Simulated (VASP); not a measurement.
# Sn2H (P-3m1) in VASP: single point with PBE

Aim: the single point of Sn2H with PBE.

Program: VASP 6.6.1. These are calculated values, not measurements. Logs are shortened: lines on timing, memory, paths and dates and some standing lists are left out, and cuts for length are marked.

### 1 The cell of the first run

The structure is trigonal, space group P-3m1 (No. 164). The conventional cell has a = 3.459 Å, b = 3.459 Å, c = 5.679 Å, α = 90.00°, β = 90.00°, γ = 120.00°. Sn (site symmetry 3m) has 3 H at 2.46 Å within 3.3 Å. H (site symmetry -3m) has 6 Sn at 2.46 Å within 3.3 Å.

The cell was generated, and may not be a known phase.

### 2 Single point, PBE

Input file INCAR:

```
PREC     = Accurate       # precision mode
ENCUT    = 520            # plane-wave cutoff, eV
EDIFF    = 1E-6           # SCF threshold, eV
ISMEAR   = 0              # smearing method
SIGMA    = 0.1            # smearing width, eV
LREAL    = False          # projectors in reciprocal space
LASPH    = True           # aspherical terms in the spheres
NELM     = 80             # most SCF steps
ALGO     = Normal         # electronic algorithm
ISIF     = 2              # what is computed and relaxed
LWAVE    = False          # write WAVECAR
LCHARG   = False          # write CHGCAR
GGA      = PE             # functional
NBANDS   = 22             # bands
```

Input file KPOINTS:

```
regular mesh
0
Gamma
  18 18 8
```

Input file POSCAR:

```
Sn2H
1.0
    3.4590355081      0.0000000000      0.0000000000
   -1.7295177540      2.9956126226      0.0000000000
    0.0000000000      0.0000000000      5.6787847288
Sn H
2 1
Direct
    0.6666666667      0.3333333333      0.7458119126
    0.3333333333      0.6666666667      0.2541880874
    0.0000000000      0.0000000000      0.0000000000
```

Potentials or basis: VASP PAW PBE potentials, release 64 (Sn_d, H).

Launch:

```sh
cat potpaw_PBE.64/Sn_d/POTCAR potpaw_PBE.64/H/POTCAR > POTCAR
mpirun -np 1 vasp_std > vasp.out
```

OUTCAR:

```text
PREC = Accurate
   ENCUT = 520
   EDIFF = 1E-6
   ISMEAR = 0
   LREAL = False
   LASPH = True
   NELM = 80
   ISIF = 2
   GGA = PE

 ion  position               nearest neighbor table
   1  0.667  0.333  0.746-   2 3.43   2 3.43   2 3.43   2 3.51   2 3.51   2 3.51
   2  0.333  0.667  0.254-   1 3.43   1 3.43   1 3.43   1 3.51   1 3.51   1 3.51
   3  0.000  0.000  0.000-

  LATTYP: Found a hexagonal cell.
 ALAT       =     3.4590355081
 C/A-ratio  =     1.6417249015

  Lattice vectors:

 A1 = (   3.4590355081,   0.0000000000,   0.0000000000)
 A2 = (  -1.7295177540,   2.9956126226,   0.0000000000)
 A3 = (   0.0000000000,   0.0000000000,   5.6787847288)

Analysis of symmetry for initial positions (statically):
=====================================================================
 Subroutine PRICEL returns:
 Original cell was already a primitive cell.

 Routine SETGRP: Setting up the symmetry group for a
 hexagonal supercell.

 Subroutine GETGRP returns: Found 12 space group operations
 (whereof 12 operations were pure point group operations)
 out of a pool of 24 trial point group operations.

The static configuration has the point symmetry D_3d.

Analysis of symmetry for dynamics (positions and initial velocities):
=====================================================================
 Subroutine PRICEL returns:
 Original cell was already a primitive cell.

 Routine SETGRP: Setting up the symmetry group for a
 hexagonal supercell.

 Subroutine GETGRP returns: Found 12 space group operations
 (whereof 12 operations were pure point group operations)
 out of a pool of 24 trial point group operations.

The dynamic configuration has the point symmetry D_3d.

 Subroutine INISYM returns: Found 12 space group operations
 (whereof 12 operations are pure point group operations),
 and found     1 'primitive' translations

----------------------------------------------------------------------------------------

                                     Primitive cell

  volume of cell :      58.8432

  direct lattice vectors                    reciprocal lattice vectors
     3.459035508  0.000000000  0.000000000     0.289097929  0.166910767  0.000000000
    -1.729517754  2.995612623  0.000000000     0.000000000  0.333821534  0.000000000
     0.000000000  0.000000000  5.678784729     0.000000000  0.000000000  0.176094014

  length of vectors
     3.459035508  3.459035508  5.678784729     0.333821534  0.333821534  0.176094014

  position of ions in fractional coordinates (direct lattice)
     0.666666667  0.333333333  0.745811913
     0.333333333  0.666666667  0.254188087
     0.000000000  0.000000000  0.000000000

  ion indices of the primitive-cell ions
   primitive index   ion index
                 1           1
                 2           2
                 3           3

----------------------------------------------------------------------------------------

 KPOINTS: regular mesh

Automatic generation of k-mesh.
 Grid dimensions read from file:
 generate k-points for:   18   18    8

 Generating k-lattice:

  Cartesian coordinates                     Fractional coordinates (reciprocal lattice)
     0.016060996  0.009272820  0.000000000     0.055555556  0.000000000  0.000000000
     0.000000000  0.018545641  0.000000000     0.000000000  0.055555556  0.000000000
     0.000000000  0.000000000  0.022011752     0.000000000  0.000000000  0.125000000

  Length of vectors
     0.018545641  0.018545641  0.022011752

  Shift w.r.t. Gamma in fractional coordinates (k-lattice)
     0.000000000  0.000000000  0.000000000

 Subroutine IBZKPT returns following result:
 ===========================================

 Found    266 irreducible k-points:

 Following reciprocal coordinates:
            Coordinates               Weight
  0.000000  0.000000  0.000000      1.000000
  0.055556 -0.000000  0.000000      6.000000
  0.111111 -0.000000  0.000000      6.000000
  0.166667 -0.000000  0.000000      6.000000
  0.222222 -0.000000  0.000000      6.000000
  0.277778 -0.000000  0.000000      6.000000
[... 16 lines left out ...]
  0.333333  0.111111  0.000000     12.000000
  0.388889  0.111111  0.000000     12.000000
 [... further k-points ...]
   k-points           NKPTS =    266   k-points in BZ     NKDIM =    266   number of bands    NBANDS=     22
   number of dos      NEDOS =    301   number of ions     NIONS =      3
   total plane-waves  NPLWV =  32928
   dimension x,y,z NGX =    28 NGY =   28 NGZ =   42
   dimension x,y,z NGXF=    56 NGYF=   56 NGZF=   84
   ions per type =               2   1
   NGX,Y,Z   is equivalent  to a cutoff of  13.46, 13.46, 12.30 a.u.
   NGXF,Y,Z  is equivalent  to a cutoff of  26.91, 26.91, 24.59 a.u.
 SYSTEM =  unknown system
   PREC   = accura    normal or accurate (medium, high low for compatibility)
   ISTART =      0    job   : 0-new  1-cont  2-samecut
   ICHARG =      2    charge: 1-file 2-atom 10-const
   ISPIN  =      1    spin polarized calculation?
   LNONCOLLINEAR =      F non collinear calculations
   LSORBIT =      F    spin-orbit coupling
   LASPH  =      T    aspherical Exc in radial PAW
   ENCUT  =  520.0 eV  38.22 Ry    6.18 a.u.   6.43  6.43 10.56*2*pi/ulx,y,z
   NELM   =     80;   NELMIN=  2; NELMDL= -5     # of ELM steps
   EDIFF  = 0.1E-05   stopping-criterion for ELM
   LREAL  =      F    real-space projection
   EDIFFG = 0.1E-04   stopping-criterion for IOM
   NSW    =      0    number of steps for IOM
   IBRION =     -1    ionic relax: 0-MD 1-quasi-New 2-CG
   NFREE  =      0    steps in history (QN), initial steepest desc. (CG)
   ISIF   =      2    stress and relaxation
   ISYM   =      2    0-nonsym 1-usesym 2-fastsym
   POTIM  = 0.5000    time-step for ionic-motion
   TEBEG  =    0.0;   TEEND  =   0.0 temperature during run
   PSTRESS=    0.0 pullay stress
   NELECT =      29.0000    total number of electrons
   NUPDOWN=      -1.0000    fix difference up-down
   EMIN   =  10.00;   EMAX   =-10.00  energy-range for DOS
   EFERMI =   0.00;   METHOD = LEGACY
   ISMEAR =     0;   SIGMA  =   0.10  broadening in eV -4-tet -1-fermi 0-gaus
   EFERMI_NEDOS =   21; number of points for ismear=-14 and -15
   IALGO  =     38    algorithm
   IMIX   =      4    mixing-type and parameters
     AMIX     =   0.40;   BMIX     =  1.00
     AMIX_MAG =   1.60;   BMIX_MAG =  1.00
  volume/ion in A,a.u.               =      19.61       132.36
  Fermi-wavevector in a.u.,A,eV,Ry     =   1.293130  2.443661 22.751456  1.672185
  Thomas-Fermi vector in A             =   2.424795
   LORBIT       =      0    0 simple, 1 ext, 2 COOP (PROOUT), +10 PAW based schemes
   GGA     = PE    functional components
   LHFCALC =     F    Hartree Fock is set to
   AEXX    =    0.0000 exact exchange contribution
   IVDW    =     0    specifies the selected vdW correction
   LEPSILON=     F    determine dielectric tensor
   LRPA    =     F    only Hartree local field effects (RPA)
 non-spin polarized calculation
 Gauss-broadening in eV      SIGMA  =   0.10
  energy-cutoff  :      520.00
  volume of cell :       58.84
 maximum number of plane-waves:      1617
 NGX is ok and might be reduce to    28
   NGX = 13   NGY = 13   NGZ = 21

 number of electron      28.9999993 magnetization

 Free energy of the ion-electron system (eV)
  ---------------------------------------------------
  ext. energy  EPLUGINS =         0.00000000
  ---------------------------------------------------
  free energy    TOTEN  =        -9.89811403 eV

  energy without entropy =       -9.89205939  energy(sigma->0) =       -9.89508671

 E-fermi :   7.6358     XC(G=0): -10.2873

 val. band max:        7.6357586426   @ k =  -0.1111   0.4444   0.3750
 cond. band min:       7.6437283663   @ k =   0.4444   0.1111   0.1250
 fundamental gap:      0.0079697237
 Fermi energy:         7.6357913543

 k-point     1 :       0.0000    0.0000    0.0000
  band No.  band energies     occupation
      1     -14.0257      2.00000
      2     -14.0211      2.00000
      3     -14.0101      2.00000
      4     -14.0101      2.00000
      5     -14.0018      2.00000
      6     -14.0018      2.00000
[... 14 lines left out ...]
     21      17.7888      0.00000
     22      18.4275      0.00000

 k-point     2 :       0.0556   -0.0000    0.0000
  band No.  band energies     occupation
      1     -14.0259      2.00000
      2     -14.0206      2.00000
      3     -14.0085      2.00000
      4     -14.0068      2.00000
      5     -14.0007      2.00000
      6     -13.9986      2.00000
[... 14 lines left out ...]
     21      17.6365      0.00000
     22      18.3535      0.00000

 k-point     3 :       0.1111   -0.0000    0.0000
  band No.  band energies     occupation
      1     -14.0297      2.00000
      2     -14.0174      2.00000
      3     -14.0049      2.00000
      4     -13.9972      2.00000
      5     -13.9953      2.00000
      6     -13.9903      2.00000
[... 14 lines left out ...]
     21      17.5479      0.00000
     22      18.0845      0.00000

 k-point     4 :       0.1667   -0.0000    0.0000
  band No.  band energies     occupation
      1     -14.0378      2.00000
      2     -14.0103      2.00000
      3     -14.0041      2.00000
      4     -13.9938      2.00000
      5     -13.9914      2.00000
      6     -13.9825      2.00000
[... 14 lines left out ...]
     21      17.2875      0.00000
     22      18.1638      0.00000

 k-point     5 :       0.2222   -0.0000    0.0000
  band No.  band energies     occupation
      1     -14.0475      2.00000
      2     -14.0083      2.00000
      3     -14.0027      2.00000
      4     -13.9977      2.00000
      5     -13.9969      2.00000
      6     -13.9655      2.00000
[... 417 lines left out ...]
 k-point    22 :       0.2778    0.1111    0.0000
  band No.  band energies     occupation
      1     -14.0532      2.00000
      2     -14.0296      2.00000
      3     -14.0074      2.00000
      4     -14.0042      2.00000
      5     -13.9811      2.00000
      6     -13.9544      2.00000
[... 14 lines left out ...]
     21      18.1604      0.00000
     22      18.3580      0.00000

 k-point    23 :       0.3333    0.1111    0.0000
  band No.  band energies     occupation
      1     -14.0602      2.00000
      2     -14.0388      2.00000
      3     -14.0086      2.00000
      4     -14.0047      2.00000
      5     -13.9717      2.00000
      6     -13.9598      2.00000
[... 14 lines left out ...]
     21      18.3801      0.00000
     22      18.5981      0.00000

 k-point    24 :       0.3889    0.1111    0.0000
  band No.  band energies     occupation
      1     -14.0648      2.00000
      2     -14.0448      2.00000
      3     -14.0095      2.00000
      4     -14.0053      2.00000
      5     -13.9680      2.00000
      6     -13.9597      2.00000
[... 14 lines left out ...]
     21      18.4053      0.00000
     22      18.6160      0.00000

 [... further k-points ...]
[... 5 lines left out ...]
  --------------------------------------------------------------------------------------
  -------------------------------------------------------------------------------------
  Total       -0.0072995     -0.0072995     -0.0004202     -0.0000000      0.0000000     -0.0000000
  in kB       -0.1987499     -0.1987499     -0.0114417     -0.0000000      0.0000000     -0.0000000
  external PRESSURE =      -0.1363138 kB  Pullay stress =       0.0000000 kB

 VOLUME and BASIS-vectors are now :
 -----------------------------------------------------------------------------
  energy-cutoff  :      520.00
  volume of cell :       58.84
      direct lattice vectors                 reciprocal lattice vectors
     3.459035508  0.000000000  0.000000000     0.289097929  0.166910767  0.000000000
    -1.729517754  2.995612623  0.000000000     0.000000000  0.333821534  0.000000000
     0.000000000  0.000000000  5.678784729     0.000000000  0.000000000  0.176094014

 POSITION                                       TOTAL-FORCE (eV/Angst)
 -----------------------------------------------------------------------------------
      1.72952      0.99854      4.23531         0.000000      0.000000     -0.010534
     -0.00000      1.99708      1.44348         0.000000      0.000000      0.010534
      0.00000      0.00000      0.00000        -0.000000      0.000000      0.000000
 -----------------------------------------------------------------------------------
    total drift:                               -0.000000      0.000000      0.000000

  FREE ENERGIE OF THE ION-ELECTRON SYSTEM (eV)
  ---------------------------------------------------
  free  energy   TOTEN  =        -9.8981140340 eV

  energy  without entropy=       -9.8920593919  energy(sigma->0) =       -9.89508671
```

Run time: 7 min. Hardware: 1 thread of Intel Xeon 8259CL, shared host; peak memory 0.39 GiB.

Results:

| Property | Result |
| --- | --- |
| Free energy | -9.8981 eV |
| Pressure | 0.0 GPa |
| Largest force | 0.011 eV/Å |
| Band gap on the k mesh | zero (an odd number of electrons rules out a gap without spin polarisation) |

Forces in eV/Å, atoms in the order of the input:
```
Sn   0.000  0.000 -0.011
Sn   0.000  0.000  0.011
H    0.000  0.000  0.000
```

Levels at points of the mesh, in eV from the Fermi level:
| k point | band 10 | band 11 | band 12 | band 13 | band 14 | band 15 | band 16 | band 17 | band 18 | band 19 |
| --- | --- | --- | --- | --- | --- | --- | --- | --- | --- | --- |
| (0.00, 0.00, 0.00) | -21.54 | -11.37 | -7.01 | -5.72 | 3.39 | 5.09 | 5.09 | 6.44 | 6.44 | 6.70 |
| (0.50, 0.00, 0.00) | -21.53 | -7.20 | -7.06 | -3.29 | -1.80 | -1.12 | -1.06 | 1.59 | 3.54 | 5.09 |
| (0.00, 0.00, 0.50) | -21.57 | -10.52 | -9.70 | -1.15 | 0.31 | 4.48 | 5.75 | 5.75 | 5.93 | 5.93 |
| (0.50, 0.00, 0.50) | -21.53 | -6.72 | -6.27 | -5.56 | -4.07 | 1.47 | 2.76 | 2.94 | 3.08 | 3.21 |

Caveat: spin-orbit coupling is left out, which moves the levels of the heavy elements.
